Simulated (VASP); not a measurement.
# Ta4Rh (P-3m1) in VASP: a series of runs

Runs on Ta4Rh. Level: PBE. Tasks: single point, relaxation of cell and atoms.

All numbers are computed with VASP 6.6.1; they aren't measurements. Logs are shortened: lines on timing, memory, paths and dates and some standing lists are left out, and cuts for length are marked.

## Step 1: The cell of the first run

Symmetry: P-3m1, No. 164, trigonal system. Conventional cell: a = 2.925 Å, b = 2.925 Å, c = 11.943 Å, α = 90.00°, β = 90.00°, γ = 120.00°. Within 3.7 Å of Ta (site symmetry 3m) lie 3 Rh at 2.77 Å and 9 Ta at 2.93 to 3.02 Å. Ta (site symmetry 3m) has 12 Ta at 2.93 to 3.04 Å within 3.9 Å. Within 3.7 Å of Rh (site symmetry -3m) lie 6 Ta at 2.77 Å and 6 Rh at 2.93 Å.

The cell was generated, and may not be a known phase.

## Step 2: Single point, PBE

The input, INCAR:

```
PREC = Accurate ; ENCUT = 520
EDIFF = 1E-6 ; ISMEAR = 0
SIGMA = 0.1 ; LREAL = F
LASPH = T ; NELM = 80
ALGO = Fast ; ISIF = 2
LWAVE = F ; LCHARG = F
GGA = PE ; NBANDS = 38
```

The input, KPOINTS:

```
regular mesh
0
Gamma
  12 12 4
```

The input, POSCAR:

```
Ta4Rh
1.0
    2.9251058402      0.0000000000      0.0000000000
   -1.4625529201      2.5332159664      0.0000000000
    0.0000000000      0.0000000000     11.9426985371
Ta Rh
4 1
Direct
    0.3333333333      0.6666666667      0.8160991043
    0.3333333333      0.6666666667      0.3939488714
    0.6666666667      0.3333333333      0.1839008957
    0.6666666667      0.3333333333      0.6060511286
    0.0000000000      0.0000000000      0.0000000000
```

Potentials or basis: VASP PAW PBE potentials, release 64 (Ta_pv, Rh_pv).

The run is started by

```console
$ cat potpaw_PBE.64/Ta_pv/POTCAR potpaw_PBE.64/Rh_pv/POTCAR > POTCAR
$ mpirun -np 1 vasp_std > vasp.out
```

OUTCAR:

```text
PREC = Accurate
   ENCUT = 520
   EDIFF = 1E-6
   ISMEAR = 0
   LREAL = F
   LASPH = T
   NELM = 80
   ISIF = 2
   GGA = PE

 ion  position               nearest neighbor table
   1  0.333  0.667  0.816-   5 2.77   5 2.77   5 2.77   4 3.02   4 3.02   4 3.02
   2  0.333  0.667  0.394-   3 3.02   3 3.02   3 3.02   4 3.04   4 3.04   4 3.04
   3  0.667  0.333  0.184-   5 2.77   5 2.77   5 2.77   2 3.02   2 3.02   2 3.02
   4  0.667  0.333  0.606-   1 3.02   1 3.02   1 3.02   2 3.04   2 3.04   2 3.04
   5  0.000  0.000  0.000-   1 2.77   3 2.77   3 2.77   1 2.77   3 2.77   1 2.77

  LATTYP: Found a hexagonal cell.
 ALAT       =     2.9251058402
 C/A-ratio  =     4.0828261231

  Lattice vectors:

 A1 = (   2.9251058402,   0.0000000000,   0.0000000000)
 A2 = (  -1.4625529201,   2.5332159664,   0.0000000000)
 A3 = (   0.0000000000,   0.0000000000,  11.9426985371)

Analysis of symmetry for initial positions (statically):
=====================================================================
 Subroutine PRICEL returns:
 Original cell was already a primitive cell.

 Routine SETGRP: Setting up the symmetry group for a
 hexagonal supercell.

 Subroutine GETGRP returns: Found 12 space group operations
 (whereof 12 operations were pure point group operations)
 out of a pool of 24 trial point group operations.

The static configuration has the point symmetry D_3d.

Analysis of symmetry for dynamics (positions and initial velocities):
=====================================================================
 Subroutine PRICEL returns:
 Original cell was already a primitive cell.

 Routine SETGRP: Setting up the symmetry group for a
 hexagonal supercell.

 Subroutine GETGRP returns: Found 12 space group operations
 (whereof 12 operations were pure point group operations)
 out of a pool of 24 trial point group operations.

The dynamic configuration has the point symmetry D_3d.

 Subroutine INISYM returns: Found 12 space group operations
 (whereof 12 operations are pure point group operations),
 and found     1 'primitive' translations

----------------------------------------------------------------------------------------

                                     Primitive cell

  volume of cell :      88.4945

  direct lattice vectors                    reciprocal lattice vectors
     2.925105840  0.000000000  0.000000000     0.341867971  0.197377565  0.000000000
    -1.462552920  2.533215966  0.000000000     0.000000000  0.394755131  0.000000000
     0.000000000  0.000000000 11.942698537     0.000000000  0.000000000  0.083733169

  length of vectors
     2.925105840  2.925105840 11.942698537     0.394755131  0.394755131  0.083733169

  position of ions in fractional coordinates (direct lattice)
     0.333333333  0.666666667  0.816099104
     0.333333333  0.666666667  0.393948871
     0.666666667  0.333333333  0.183900896
     0.666666667  0.333333333  0.606051129
     0.000000000  0.000000000  0.000000000

  ion indices of the primitive-cell ions
   primitive index   ion index
                 1           1
                 2           2
                 3           3
                 4           4
                 5           5

----------------------------------------------------------------------------------------

 KPOINTS: regular mesh

Automatic generation of k-mesh.
 Grid dimensions read from file:
 generate k-points for:   12   12    4

 Generating k-lattice:

  Cartesian coordinates                     Fractional coordinates (reciprocal lattice)
     0.028488998  0.016448130  0.000000000     0.083333333 -0.000000000  0.000000000
     0.000000000  0.032896261  0.000000000     0.000000000  0.083333333  0.000000000
     0.000000000  0.000000000  0.020933292     0.000000000  0.000000000  0.250000000

  Length of vectors
     0.032896261  0.032896261  0.020933292

  Shift w.r.t. Gamma in fractional coordinates (k-lattice)
     0.000000000  0.000000000  0.000000000

 Subroutine IBZKPT returns following result:
 ===========================================

 Found     69 irreducible k-points:

 Following reciprocal coordinates:
            Coordinates               Weight
  0.000000  0.000000  0.000000      1.000000
  0.083333  0.000000  0.000000      6.000000
  0.166667  0.000000  0.000000      6.000000
  0.250000  0.000000  0.000000      6.000000
  0.333333  0.000000  0.000000      6.000000
  0.416667 -0.000000  0.000000      6.000000
[... 16 lines left out ...]
  0.166667  0.000000  0.250000      6.000000
  0.000000  0.166667  0.250000      6.000000
 [... further k-points ...]
   k-points           NKPTS =     69   k-points in BZ     NKDIM =     69   number of bands    NBANDS=     38
   number of dos      NEDOS =    301   number of ions     NIONS =      5
   total plane-waves  NPLWV =  51840
   dimension x,y,z NGX =    24 NGY =   24 NGZ =   90
   dimension x,y,z NGXF=    48 NGYF=   48 NGZF=  180
   ions per type =               4   1
   NGX,Y,Z   is equivalent  to a cutoff of  13.64, 13.64, 12.53 a.u.
   NGXF,Y,Z  is equivalent  to a cutoff of  27.28, 27.28, 25.06 a.u.
 SYSTEM =  unknown system
   PREC   = accura    normal or accurate (medium, high low for compatibility)
   ISTART =      0    job   : 0-new  1-cont  2-samecut
   ICHARG =      2    charge: 1-file 2-atom 10-const
   ISPIN  =      1    spin polarized calculation?
   LNONCOLLINEAR =      F non collinear calculations
   LSORBIT =      F    spin-orbit coupling
   LASPH  =      T    aspherical Exc in radial PAW
   ENCUT  =  520.0 eV  38.22 Ry    6.18 a.u.   5.44  5.44 22.21*2*pi/ulx,y,z
   NELM   =     80;   NELMIN=  2; NELMDL= -5     # of ELM steps
   EDIFF  = 0.1E-05   stopping-criterion for ELM
   LREAL  =      F    real-space projection
   EDIFFG = 0.1E-04   stopping-criterion for IOM
   NSW    =      0    number of steps for IOM
   IBRION =     -1    ionic relax: 0-MD 1-quasi-New 2-CG
   NFREE  =      0    steps in history (QN), initial steepest desc. (CG)
   ISIF   =      2    stress and relaxation
   ISYM   =      2    0-nonsym 1-usesym 2-fastsym
   POTIM  = 0.5000    time-step for ionic-motion
   TEBEG  =    0.0;   TEEND  =   0.0 temperature during run
   PSTRESS=    0.0 pullay stress
   NELECT =      59.0000    total number of electrons
   NUPDOWN=      -1.0000    fix difference up-down
   EMIN   =  10.00;   EMAX   =-10.00  energy-range for DOS
   EFERMI =   0.00;   METHOD = LEGACY
   ISMEAR =     0;   SIGMA  =   0.10  broadening in eV -4-tet -1-fermi 0-gaus
   EFERMI_NEDOS =   21; number of points for ismear=-14 and -15
   IALGO  =     68    algorithm
   IMIX   =      4    mixing-type and parameters
     AMIX     =   0.40;   BMIX     =  1.00
     AMIX_MAG =   1.60;   BMIX_MAG =  1.00
  volume/ion in A,a.u.               =      17.70       119.44
  Fermi-wavevector in a.u.,A,eV,Ry     =   1.430167  2.702624 27.829051  2.045378
  Thomas-Fermi vector in A             =   2.550042
   LORBIT       =      0    0 simple, 1 ext, 2 COOP (PROOUT), +10 PAW based schemes
   GGA     = PE    functional components
   LHFCALC =     F    Hartree Fock is set to
   AEXX    =    0.0000 exact exchange contribution
   IVDW    =     0    specifies the selected vdW correction
   LEPSILON=     F    determine dielectric tensor
   LRPA    =     F    only Hartree local field effects (RPA)
 non-spin polarized calculation
 RMM-DIIS sequential band-by-band and
 Gauss-broadening in eV      SIGMA  =   0.10
  energy-cutoff  :      520.00
  volume of cell :       88.49
 maximum number of plane-waves:      2457
 NGX is ok and might be reduce to    24
   NGX = 11   NGY = 11   NGZ = 45

 number of electron      58.9999997 magnetization

 Free energy of the ion-electron system (eV)
  ---------------------------------------------------
  ext. energy  EPLUGINS =         0.00000000
  ---------------------------------------------------
  free energy    TOTEN  =       -54.33707833 eV

  energy without entropy =      -54.31510528  energy(sigma->0) =      -54.32609180

 E-fermi :   6.5868     XC(G=0): -12.6705

 val. band max:        6.5702115391   @ k =   0.1667   0.0000   0.0000
 cond. band min:       6.5906721849   @ k =   0.0833   0.0833   0.2500
 fundamental gap:      0.0204606458
 Fermi energy:         6.5867555103

 k-point     1 :       0.0000    0.0000    0.0000
  band No.  band energies     occupation
      1     -39.9626      2.00000
      2     -39.6232      2.00000
      3     -39.6232      2.00000
      4     -27.9705      2.00000
      5     -27.8012      2.00000
      6     -27.5095      2.00000
[... 30 lines left out ...]
     37       7.9080      0.00000
     38       9.7133      0.00000

 k-point     2 :       0.0833    0.0000    0.0000
  band No.  band energies     occupation
      1     -39.9603      2.00000
      2     -39.6392      2.00000
      3     -39.6271      2.00000
      4     -27.9512      2.00000
      5     -27.7915      2.00000
      6     -27.5112      2.00000
[... 30 lines left out ...]
     37       8.1005      0.00000
     38       9.4789      0.00000

 k-point     3 :       0.1667    0.0000    0.0000
  band No.  band energies     occupation
      1     -39.9542      2.00000
      2     -39.6828      2.00000
      3     -39.6378      2.00000
      4     -27.8979      2.00000
      5     -27.7690      2.00000
      6     -27.5390      2.00000
[... 30 lines left out ...]
     37       8.6610      0.00000
     38       9.1695      0.00000

 k-point     4 :       0.2500    0.0000    0.0000
  band No.  band energies     occupation
      1     -39.9458      2.00000
      2     -39.7419      2.00000
      3     -39.6523      2.00000
      4     -27.8346      2.00000
      5     -27.7686      2.00000
      6     -27.6817      2.00000
[... 30 lines left out ...]
     37       9.2704      0.00000
     38       9.2731      0.00000
[... 703 lines left out ...]
      4     -27.9474      2.00000
      5     -27.7993      2.00000
      6     -27.5049      2.00000
[... 30 lines left out ...]
     37       8.0061      0.00000
     38       9.4699      0.00000

 k-point    23 :       0.1667    0.0000    0.2500
  band No.  band energies     occupation
      1     -39.9542      2.00000
      2     -39.6828      2.00000
      3     -39.6378      2.00000
      4     -27.8959      2.00000
      5     -27.7736      2.00000
      6     -27.5330      2.00000
[... 30 lines left out ...]
     37       8.6828      0.00000
     38       8.8392      0.00000

 k-point    24 :       0.0000    0.1667    0.2500
  band No.  band energies     occupation
      1     -39.9542      2.00000
      2     -39.6828      2.00000
      3     -39.6378      2.00000
      4     -27.8950      2.00000
      5     -27.7749      2.00000
      6     -27.5345      2.00000
[... 30 lines left out ...]
     37       8.4688      0.00000
     38       9.3320      0.00000

 [... further k-points ...]

------------------------ aborting loop because EDIFF is reached ----------------------------------------

  FORCE on cell =-STRESS in cart. coord.  units (eV):
  Direction    XX          YY          ZZ          XY          YZ          ZX
  --------------------------------------------------------------------------------------
  -------------------------------------------------------------------------------------
  Total        0.0116051      0.0116051      0.0924308     -0.0000000      0.0000000      0.0000000
  in kB        0.2101079      0.2101079      1.6734426     -0.0000000      0.0000000      0.0000000
  external PRESSURE =       0.6978862 kB  Pullay stress =       0.0000000 kB

 VOLUME and BASIS-vectors are now :
 -----------------------------------------------------------------------------
  energy-cutoff  :      520.00
  volume of cell :       88.49
      direct lattice vectors                 reciprocal lattice vectors
     2.925105840  0.000000000  0.000000000     0.341867971  0.197377565  0.000000000
    -1.462552920  2.533215966  0.000000000     0.000000000  0.394755131  0.000000000
     0.000000000  0.000000000 11.942698537     0.000000000  0.000000000  0.083733169

 POSITION                                       TOTAL-FORCE (eV/Angst)
 -----------------------------------------------------------------------------------
     -0.00000      1.68881      9.74643        -0.000000     -0.000000     -0.009681
     -0.00000      1.68881      4.70481         0.000000      0.000000      0.001858
      1.46255      0.84441      2.19627         0.000000      0.000000      0.009681
      1.46255      0.84441      7.23789         0.000000     -0.000000     -0.001858
      0.00000      0.00000      0.00000        -0.000000      0.000000      0.000000
 -----------------------------------------------------------------------------------
    total drift:                               -0.000000      0.000000      0.000000

  FREE ENERGIE OF THE ION-ELECTRON SYSTEM (eV)
  ---------------------------------------------------
  free  energy   TOTEN  =       -54.3370783265 eV

  energy  without entropy=      -54.3151052761  energy(sigma->0) =      -54.32609180
```

Wall time 3 min (1 thread of AMD EPYC 9R45 (Zen 5), shared host); peak memory 0.32 GiB.

Results:

```yaml
Free_energy: -54.3371 eV
Pressure: 0.1 GPa
Largest_force: 0.010 eV/Å
Band_gap_on_the_k_mesh: zero (an odd number of electrons rules out a gap without spin polarisation)
```

Forces in eV/Å, atoms in the order of the input:
```
Ta   0.000  0.000 -0.010
Ta   0.000  0.000  0.002
Ta   0.000  0.000  0.010
Ta   0.000  0.000 -0.002
Rh   0.000  0.000  0.000
```

Levels at points of the mesh, in eV from the Fermi level:
```tsv
k point	band 26	band 27	band 28	band 29	band 30	band 31	band 32	band 33	band 34	band 35
(0.00, 0.00, 0.00)	-0.83	-0.51	-0.20	0.50	0.50	0.59	0.64	0.64	0.71	0.71
(0.50, 0.00, 0.00)	-1.26	-1.09	0.03	0.07	0.87	0.89	1.04	2.16	2.37	2.79
(0.00, 0.00, 0.50)	-0.77	-0.55	-0.43	0.46	0.46	0.54	0.54	0.94	0.98	0.98
(0.50, 0.00, 0.50)	-1.54	-0.19	0.07	0.07	0.29	0.93	1.13	1.66	2.50	2.95
```

Caveat: spin-orbit coupling is left out, which moves the levels of the heavy elements.

## Step 3: Relaxation of cell and atoms, PBE

The input, INCAR:

```
PREC     = Accurate       # precision mode
ENCUT    = 600            # plane-wave cutoff, eV
EDIFF    = 1E-6           # SCF threshold, eV
ISMEAR   = 0              # smearing method
SIGMA    = 0.1            # smearing width, eV
LREAL    = F              # projectors in reciprocal space
LASPH    = T              # aspherical terms in the spheres
NELM     = 100            # most SCF steps
ALGO     = Fast           # electronic algorithm
ISIF     = 3              # what is computed and relaxed
LWAVE    = F              # write WAVECAR
LCHARG   = F              # write CHGCAR
GGA      = PE             # functional
IBRION   = 2              # ionic algorithm
NSW      = 100            # ionic steps
EDIFFG   = -0.01          # ionic threshold
```

KPOINTS is that of step 2.

The input, POSCAR:

```
Ta4Rh
1.0
    2.9253597488      0.0000000000      0.0000000000
   -1.4626798744      2.5334358577      0.0000000000
    0.0000000000      0.0000000000     11.9248092321
Ta Rh
4 1
Direct
    0.3333333333      0.6666666667      0.8153657819
    0.3333333333      0.6666666667      0.3947771132
    0.6666666667      0.3333333333      0.1846342181
    0.6666666667      0.3333333333      0.6052228868
    0.0000000000      0.0000000000      0.0000000000
```

Potentials or basis: VASP PAW PBE potentials, release 64 (Ta_pv, Rh_pv).

The run is started by

```console
$ cat potpaw_PBE.64/Ta_pv/POTCAR potpaw_PBE.64/Rh_pv/POTCAR > POTCAR
$ mpirun -np 1 vasp_std > vasp.out
```

It took 9.5 min on 1 thread of AMD EPYC 9R45 (Zen 5), shared host; peak memory 0.36 GiB.

It converged, with:

- Free energy: -54.3381 eV
- Relaxed volume: 17.70 Å³/atom
- Relaxed cell: a = 2.924 Å, b = 2.924 Å, c = 11.952 Å, α = 90.00°, β = 90.00°, γ = 120.00°
- Space group after relaxing (to 0.1 Å): P-3m1 (No. 164)
- Energy gained by relaxing: 0.4 meV/atom
- Ionic steps: 7
- Pressure after relaxing: 0.0 GPa
- Band gap on the k mesh: zero (an odd number of electrons rules out a gap without spin polarisation)

Forces in eV/Å, atoms in the order of the input:
```
Ta   0.000  0.000 -0.001
Ta   0.000  0.000  0.002
Ta   0.000  0.000  0.001
Ta   0.000  0.000 -0.002
Rh   0.000  0.000  0.000
```

Step by step:
| step | energy change (eV) | largest force (eV/Å) | pressure (GPa) | volume (Å³) |
| --- | --- | --- | --- | --- |
| 1 | 0.0000 | 0.1327 | 0.30 | 88.38 |
| 2 | -0.0007 | 0.0699 | -0.70 | 88.80 |
| 3 | -0.0010 | 0.0618 | -0.38 | 88.67 |
| 4 | -0.0017 | 0.0487 | 0.07 | 88.47 |
| 5 | -0.0017 | 0.0495 | 0.05 | 88.48 |
| 6 | -0.0019 | 0.0145 | 0.03 | 88.51 |
| 7 | -0.0019 | 0.0021 | -0.02 | 88.52 |

Final structure:
```cif
data_structure
_symmetry_space_group_name_H-M 'P 1'
_symmetry_Int_Tables_number 1
_cell_length_a 2.9243
_cell_length_b 2.9243
_cell_length_c 11.9522
_cell_angle_alpha 90.000
_cell_angle_beta 90.000
_cell_angle_gamma 120.000
_cell_volume 88.52
loop_
_atom_site_label
_atom_site_type_symbol
_atom_site_fract_x
_atom_site_fract_y
_atom_site_fract_z
_atom_site_occupancy
Ta1 Ta 0.33333 0.66667 0.81606 1
Ta2 Ta 0.33333 0.66667 0.39396 1
Ta3 Ta 0.66667 0.33333 0.18394 1
Ta4 Ta 0.66667 0.33333 0.60604 1
Rh1 Rh 0.00000 0.00000 0.00000 1
```

Levels at points of the mesh, in eV from the Fermi level:
```
           k point  band 28  band 29  band 30  band 31  band 32  band 33
(0.00, 0.00, 0.00)    -0.21     0.50     0.50     0.58     0.64     0.64
(0.50, 0.00, 0.00)     0.03     0.08     0.88     0.89     1.04     2.16
(0.00, 0.00, 0.50)    -0.44     0.47     0.47     0.54     0.54     0.93
(0.50, 0.00, 0.50)     0.06     0.08     0.29     0.92     1.14     1.67
```

Caveat: spin-orbit coupling is left out, which moves the levels of the heavy elements.

The gap in the log of VASP goes by the Fermi energy; the results here count the filled bands.